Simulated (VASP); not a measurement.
# BaHfO3 in VASP: settings compared, part 2 of 2

VASP 6.6.1. The steps go on from the part before.

## (4) Single point, PBE (uniaxial x strain -4.8%)

Input file INCAR:

```
ALGO     = Normal         # electronic algorithm
EDIFF    = 1E-6           # SCF threshold, eV
ENCUT    = 520            # plane-wave cutoff, eV
GGA      = PE             # functional
ISIF     = 2              # what is computed and relaxed
ISMEAR   = -1             # smearing method
LASPH    = T              # aspherical terms in the spheres
LCHARG   = T              # write CHGCAR
LELF     = T              # ELF
LREAL    = F              # projectors in reciprocal space
LVHAR    = T            
LWAVE    = F              # write WAVECAR
NBANDS   = 27             # bands
NELM     = 80             # most SCF steps
PREC     = Accurate       # precision mode
SIGMA    = 0.02           # smearing width, eV
```

Input file KPOINTS:

```
k-points
0
Gamma
  6 6 6
```

Input file POSCAR:

```
BaHfO3
1.0
    3.9748824674      0.0000000000      0.0000000000
    0.0000000000      4.1770502662      0.0000000000
    0.0000000000      0.0000000000      4.1770502662
Ba Hf O
1 1 3
Direct
    0.5000000000      0.5000000000      0.9980043580
    0.0000000000      0.0000000000      0.4980043580
    0.0000000000      0.5000000000      0.4980043580
    0.5000000000      0.0000000000      0.4980043580
    0.0000000000      0.0000000000      0.9980043580
```

Launch:

```
$ cat potpaw_PBE.64/Ba_sv/POTCAR potpaw_PBE.64/Hf_pv/POTCAR potpaw_PBE.64/O/POTCAR > POTCAR
$ mpirun -np 1 vasp_std > vasp.out
```

Wall time 27 s (1 thread of Intel Xeon 6975P-C (Granite Rapids), shared host); peak memory 0.23 GiB.

Results (log left out):

```
Free energy            : -43.2646 eV
Pressure               : 13.2 GPa
Band gap on the k mesh : 3.44 eV, indirect (least direct gap 3.53 eV)
```

Stress tensor (GPa, compression positive):
```
24.18  0.00  0.00
 0.00  7.65  0.00
 0.00  0.00  7.65
```

Levels at points of the mesh, in eV from the valence-band top:
| k point | band 16 | band 17 | band 18 | band 19 | band 20 | band 21 | band 22 | band 23 |
| --- | --- | --- | --- | --- | --- | --- | --- | --- |
| (0.00, 0.00, 0.00) | -0.97 | -0.24 | -0.24 | -0.09 | 3.44 | 3.74 | 3.74 | 4.49 |
| (0.50, 0.00, 0.00) | -1.86 | -1.84 | -0.56 | -0.56 | 4.18 | 7.07 | 7.11 | 7.11 |
| (0.00, 0.50, 0.00) | -1.67 | -1.63 | -0.53 | -0.37 | 4.29 | 6.36 | 6.39 | 6.47 |
| (0.50, 0.50, 0.00) | -1.02 | -0.85 | -0.85 | -0.11 | 6.32 | 6.77 | 6.86 | 7.35 |
| (0.00, 0.50, 0.50) | -1.18 | -1.18 | -0.73 | -0.22 | 6.39 | 6.39 | 6.69 | 6.89 |
| (0.50, 0.50, 0.50) | -2.28 | -0.11 | 0.00 | 0.00 | 6.01 | 6.24 | 6.24 | 7.91 |

Caveat: the cell differs from its parent crystal (uniaxial x strain -4.8%); spin-orbit coupling is left out, which moves the levels of the heavy elements. A k mesh can miss the band edges.

## (5) Single point, PBE

This run uses another cell than the first one, of 14.58 Å³/atom, 0.886 times its volume.

Input file INCAR:

```
  ALGO = Normal
  EDIFF = 1E-6
  ENCUT = 520
  GGA = PE
  ISIF = 2
  ISMEAR = -1
  LASPH = T
  LCHARG = F
  LREAL = F
  LWAVE = F
  NBANDS = 27
  NELM = 60
  PREC = Accurate
  SIGMA = 0.02
```

KPOINTS is that of step 4.

Input file POSCAR:

```
BaHfO3
1.0
    4.1770517732      0.0000000000      0.0000000000
    0.0000000000      4.1770517732      0.0000000000
    0.0000000000      0.0000000000      4.1770487591
Ba Hf O
1 1 3
Direct
    0.5000000000      0.5000000000      0.9979971634
    0.0000000000      0.0000000000      0.4979944625
    0.0000000000      0.5000000000      0.4980131235
    0.5000000000      0.0000000000      0.4980131235
    0.0000000000      0.0000000000      0.9980039171
```

Potentials or basis: VASP PAW PBE potentials, release 64 (Ba_sv, Hf_pv, O).

Launch:

```
$ cat potpaw_PBE.64/Ba_sv/POTCAR potpaw_PBE.64/Hf_pv/POTCAR potpaw_PBE.64/O/POTCAR > POTCAR
$ mpirun -np 1 vasp_std > vasp.out
```

OUTCAR:

```text
EDIFF = 1E-6
   ENCUT = 520
   GGA = PE
   ISIF = 2
   ISMEAR = -1
   LASPH = T
   LREAL = F
   NELM = 60
   PREC = Accurate

 ion  position               nearest neighbor table
   1  0.500  0.500  0.998-   3 2.95   4 2.95   4 2.95   3 2.95   5 2.95   5 2.95   5 2.95   5 2.95
                             3 2.95   4 2.95   4 2.95   3 2.95   2 3.62   2 3.62   2 3.62   2 3.62
   2  0.000  0.000  0.498-   5 2.09   4 2.09   3 2.09   3 2.09   4 2.09   5 2.09   1 3.62   1 3.62
[... 928 lines left out ...]
  -------------------------------------------------------------------------------------
  Total        1.2969367      1.2969367      1.2972824      0.0000000      0.0000000      0.0000000
  in kB       28.5115026     28.5115026     28.5191024      0.0000000      0.0000000      0.0000000
  external PRESSURE =      28.5140359 kB  Pullay stress =       0.0000000 kB

 VOLUME and BASIS-vectors are now :
 -----------------------------------------------------------------------------
  energy-cutoff  :      520.00
  volume of cell :       72.88
      direct lattice vectors                 reciprocal lattice vectors
     4.177051773  0.000000000  0.000000000     0.239403305  0.000000000  0.000000000
     0.000000000  4.177051773  0.000000000     0.000000000  0.239403305  0.000000000
     0.000000000  0.000000000  4.177048759     0.000000000  0.000000000  0.239403478

 POSITION                                       TOTAL-FORCE (eV/Angst)
 -----------------------------------------------------------------------------------
      2.08853      2.08853      4.16868         0.000000      0.000000      0.000029
      0.00000      0.00000      2.08015         0.000000     -0.000000      0.000322
      0.00000      2.08853      2.08023        -0.000000     -0.000000     -0.000199
      2.08853      0.00000      2.08023         0.000000     -0.000000     -0.000199
      0.00000      0.00000      4.16871         0.000000     -0.000000      0.000048
 -----------------------------------------------------------------------------------
    total drift:                                0.000000      0.000000     -0.000017

  FREE ENERGIE OF THE ION-ELECTRON SYSTEM (eV)
  ---------------------------------------------------
  free  energy   TOTEN  =       -43.5459914532 eV

  energy  without entropy=      -43.5459914532  energy(sigma->0) =      -43.54599145
```

stdout:

```text
POSCAR found type information on POSCAR BaHfO
 POSCAR found :  3 types and       5 ions
 scaLAPACK will be used
 LDA part: xc-table for (Slater+PW92), standard interpolation
 POSCAR, INCAR and KPOINTS ok, starting setup
 FFT: planning ... GRIDC
 FFT: planning ... GRID_SOFT
 FFT: planning ... GRID
 WAVECAR not read
 entering main loop
```

Run time: 22 s. Hardware: 1 thread of Intel Xeon 6975P-C (Granite Rapids), shared host; peak memory 0.22 GiB.

Results:

```
Free energy            : -43.5460 eV
Pressure               : 2.9 GPa
Band gap on the k mesh : 3.58 eV, indirect (least direct gap 3.80 eV)
```

Levels at points of the mesh, in eV from the valence-band top:
```tsv
k point	band 16	band 17	band 18	band 19	band 20	band 21	band 22	band 23
(0.00, 0.00, 0.00)	-0.97	-0.22	-0.22	-0.22	3.58	3.58	3.58	4.69
(0.50, 0.00, 0.00)	-1.72	-1.68	-0.53	-0.53	4.14	6.34	6.34	6.49
(0.00, 0.00, 0.50)	-1.72	-1.68	-0.53	-0.53	4.14	6.34	6.34	6.49
(0.50, 0.50, 0.00)	-1.02	-0.93	-0.93	-0.08	6.24	6.24	6.58	6.91
(0.00, 0.50, 0.50)	-1.02	-0.93	-0.93	-0.08	6.24	6.24	6.58	6.91
(0.50, 0.50, 0.50)	-2.52	0.00	0.00	0.00	6.02	6.02	6.02	7.81
```

Caveat: spin-orbit coupling is left out, which moves the levels of the heavy elements. A hybrid or GW would open this gap; PBE tends to underestimate it.

## (6) Single point, r2SCAN (uniaxial x strain -4.8%)

Input file POSCAR:

```
BaHfO3
1.0
    3.9748824674      0.0000000000      0.0000000000
    0.0000000000      4.1770502662      0.0000000000
    0.0000000000      0.0000000000      4.1770502662
Ba Hf O
1 1 3
Direct
    0.5000000000      0.5000000000      0.9980043580
    0.0000000000      0.0000000000      0.4980043580
    0.0000000000      0.5000000000      0.4980043580
    0.5000000000      0.0000000000      0.4980043580
    0.0000000000      0.0000000000      0.9980043580
```

Input file INCAR.step1:

```
  ALGO = Normal
  EDIFF = 1E-4
  ENCUT = 520
  GGA = PE
  ISMEAR = 0
  LASPH = True
  LCHARG = False
  LREAL = False
  LWAVE = True
  NBANDS = 27
  NELM = 80
  PREC = Accurate
  SIGMA = 0.01
```

Input file INCAR.step2:

```
  ALGO = Normal
  EDIFF = 1E-7
  ENCUT = 520
  ISIF = 2
  ISMEAR = 0
  ISTART = 1
  LASPH = True
  LCHARG = False
  LMIXTAU = True
  LREAL = False
  LWAVE = False
  METAGGA = R2SCAN
  NBANDS = 27
  NELM = 80
  PREC = Accurate
  SIGMA = 0.01
```

KPOINTS is that of step 5.

Potentials or basis: VASP PAW PBE potentials, release 64 (Ba_sv, Hf_pv, O).

Launch:

```
$ cat potpaw_PBE.64/Ba_sv/POTCAR potpaw_PBE.64/Hf_pv/POTCAR potpaw_PBE.64/O/POTCAR > POTCAR
$ cp INCAR.step1 INCAR
$ mpirun -np 1 vasp_std > vasp.out
$ cp INCAR.step2 INCAR
$ mpirun -np 1 vasp_std > vasp.out
```

OUTCAR:

```text
EDIFF = 1E-7
   ENCUT = 520
   ISIF = 2
   ISMEAR = 0
   ISTART = 1
   LASPH = True
   LREAL = False
   METAGGA = R2SCAN
   NELM = 80
   PREC = Accurate

 ion  position               nearest neighbor table
   1  0.500  0.500  0.998-   3 2.88   5 2.88   3 2.88   5 2.88   3 2.88   5 2.88   3 2.88   5 2.88
                             4 2.95   4 2.95   4 2.95   4 2.95   2 3.56   2 3.56   2 3.56   2 3.56
   2  0.000  0.000  0.498-   4 1.99   4 1.99   5 2.09   5 2.09   3 2.09   3 2.09   1 3.56   1 3.56
[... 932 lines left out ...]
  -------------------------------------------------------------------------------------
  Total        8.9432913      1.7881991      1.7881991      0.0000000     -0.0000000      0.0000000
  in kB      206.6066344     41.3107201     41.3107201      0.0000000     -0.0000000      0.0000000
  external PRESSURE =      96.4093582 kB  Pullay stress =       0.0000000 kB

 VOLUME and BASIS-vectors are now :
 -----------------------------------------------------------------------------
  energy-cutoff  :      520.00
  volume of cell :       69.35
      direct lattice vectors                 reciprocal lattice vectors
     3.974882467  0.000000000  0.000000000     0.251579766  0.000000000  0.000000000
     0.000000000  4.177050266  0.000000000     0.000000000  0.239403391  0.000000000
     0.000000000  0.000000000  4.177050266     0.000000000  0.000000000  0.239403391

 POSITION                                       TOTAL-FORCE (eV/Angst)
 -----------------------------------------------------------------------------------
      1.98744      2.08853      4.16871         0.000000      0.000000      0.000000
      0.00000      0.00000      2.08019         0.000000      0.000000     -0.000000
      0.00000      2.08853      2.08019         0.000000      0.000000     -0.000000
      1.98744      0.00000      2.08019         0.000000      0.000000      0.000000
      0.00000      0.00000      4.16871         0.000000      0.000000     -0.000000
 -----------------------------------------------------------------------------------
    total drift:                                0.000000     -0.000000     -0.000272

  FREE ENERGIE OF THE ION-ELECTRON SYSTEM (eV)
  ---------------------------------------------------
  free  energy   TOTEN  =      -107.8058177545 eV

  energy  without entropy=     -107.8058177545  energy(sigma->0) =     -107.80581775
```

OUTCAR.step1:

```text
EDIFF = 1E-4
   ENCUT = 520
   GGA = PE
   ISMEAR = 0
[... 958 lines left out ...]
      0.00000      0.00000      2.08019         0.000000      0.000000     -0.000000
      0.00000      2.08853      2.08019         0.000000      0.000000      0.000000
      1.98744      0.00000      2.08019         0.000000      0.000000      0.000000
      0.00000      0.00000      4.16871         0.000000      0.000000     -0.000000
 -----------------------------------------------------------------------------------
    total drift:                                0.000000     -0.000000     -0.000086

  FREE ENERGIE OF THE ION-ELECTRON SYSTEM (eV)
  ---------------------------------------------------
  free  energy   TOTEN  =       -43.2645238407 eV

  energy  without entropy=      -43.2645238407  energy(sigma->0) =      -43.26452384
```

It took 1.8 min on 1 thread of Intel Xeon 6975P-C (Granite Rapids), shared host; peak memory 0.23 GiB.

Results:

* Free energy: -107.8058 eV
* Pressure: 9.6 GPa
* Band gap on the k mesh: 3.98 eV, indirect (least direct gap 4.11 eV)

Caveat: the cell differs from its parent crystal (uniaxial x strain -4.8%); the PAW data sets were made with another functional, which shifts forces and pressure a little; spin-orbit coupling is left out, which moves the levels of the heavy elements.

## (7) Single point, r2SCAN

This run uses another cell than the first one, of 14.58 Å³/atom, 0.886 times its volume.

Input file POSCAR:

```
BaHfO3
1.0
    4.1770517732      0.0000000000      0.0000000000
    0.0000000000      4.1770517732      0.0000000000
    0.0000000000      0.0000000000      4.1770487591
Ba Hf O
1 1 3
Direct
    0.5000000000      0.5000000000      0.9979971634
    0.0000000000      0.0000000000      0.4979944625
    0.0000000000      0.5000000000      0.4980131235
    0.5000000000      0.0000000000      0.4980131235
    0.0000000000      0.0000000000      0.9980039171
```

Input file INCAR.step1:

```
  PREC = Accurate
  ENCUT = 520
  ISMEAR = 0
  SIGMA = 0.01
  LREAL = F
  LASPH = T
  NELM = 80
  NBANDS = 27
  GGA = PE
  ALGO = Normal
  EDIFF = 1E-4
  LWAVE = T
  LCHARG = F
```

Input file INCAR.step2:

```
  PREC = Accurate
  ENCUT = 520
  EDIFF = 1E-7
  ISMEAR = 0
  SIGMA = 0.01
  LREAL = F
  LASPH = T
  NELM = 80
  ALGO = Normal
  ISIF = 2
  LWAVE = F
  LCHARG = F
  METAGGA = R2SCAN
  LMIXTAU = T
  NBANDS = 27
  ISTART = 1
```

Input file KPOINTS:

```
Automatic mesh
0
Gamma
  6 6 6
```

Launch:

```
$ cat potpaw_PBE.64/Ba_sv/POTCAR potpaw_PBE.64/Hf_pv/POTCAR potpaw_PBE.64/O/POTCAR > POTCAR
$ cp INCAR.step1 INCAR
$ mpirun -np 1 vasp_std > vasp.out
$ cp INCAR.step2 INCAR
$ mpirun -np 1 vasp_std > vasp.out
```

Wall time 82 s (1 thread of Intel Xeon 6975P-C (Granite Rapids), shared host); peak memory 0.24 GiB.

Results (log left out):

| Property | Result |
| --- | --- |
| Free energy | -108.0086 eV |
| Pressure | -0.7 GPa |
| Band gap on the k mesh | 4.11 eV, indirect (least direct gap 4.35 eV) |

Levels at points of the mesh, in eV from the valence-band top:
| k point | band 15 | band 16 | band 17 | band 18 | band 19 | band 20 | band 21 | band 22 | band 23 | band 24 |
| --- | --- | --- | --- | --- | --- | --- | --- | --- | --- | --- |
| (0.00, 0.00, 0.00) | -1.00 | -1.00 | -0.24 | -0.24 | -0.24 | 4.11 | 4.11 | 4.11 | 5.22 | 5.22 |
| (0.50, 0.00, 0.00) | -1.72 | -1.72 | -1.68 | -0.57 | -0.57 | 4.66 | 6.87 | 6.87 | 7.03 | 7.38 |
| (0.00, 0.00, 0.50) | -1.72 | -1.72 | -1.68 | -0.57 | -0.57 | 4.66 | 6.87 | 6.87 | 7.03 | 7.38 |
| (0.50, 0.50, 0.00) | -2.40 | -1.10 | -0.94 | -0.94 | -0.08 | 6.78 | 6.78 | 7.24 | 7.45 | 8.69 |
| (0.00, 0.50, 0.50) | -2.40 | -1.10 | -0.94 | -0.94 | -0.08 | 6.77 | 6.78 | 7.24 | 7.45 | 8.69 |
| (0.50, 0.50, 0.50) | -2.53 | -2.53 | 0.00 | 0.00 | 0.00 | 6.67 | 6.67 | 6.67 | 8.36 | 8.36 |

Caveat: the PAW data sets were made with another functional, which shifts forces and pressure a little; spin-orbit coupling is left out, which moves the levels of the heavy elements.

## (8) The runs side by side

```csv
level,cell,smearing,gap on the mesh (eV),pressure (GPa)
PBE,"a = 4.349 Å, 5 atoms",fermi-dirac 0.02 eV,3.31,-13.1
r2SCAN,"a = 4.349 Å, 5 atoms",gaussian 0.01 eV,3.81,-16.6
PBE,"a = 3.975, b = 4.177, c = 4.177 Å, 5 atoms",fermi-dirac 0.02 eV,3.44,13.2
PBE,"a = 4.177 Å, 5 atoms",fermi-dirac 0.02 eV,3.58,2.9
r2SCAN,"a = 3.975, b = 4.177, c = 4.177 Å, 5 atoms",gaussian 0.01 eV,3.98,9.6
r2SCAN,"a = 4.177 Å, 5 atoms",gaussian 0.01 eV,4.11,-0.7
```

Alike in all rows: task single point; potentials or basis VASP PAW PBE potentials, release 64 (Ba_sv, Hf_pv, O); no spin polarisation; k mesh 6 × 6 × 6; cutoff (eV) 520.

Caveats: spin-orbit coupling is left out, which moves the levels of the heavy elements; the PAW data sets were made with another functional, which shifts forces and pressure a little (some runs).

Absolute energies hang on the potentials; compare differences alone.
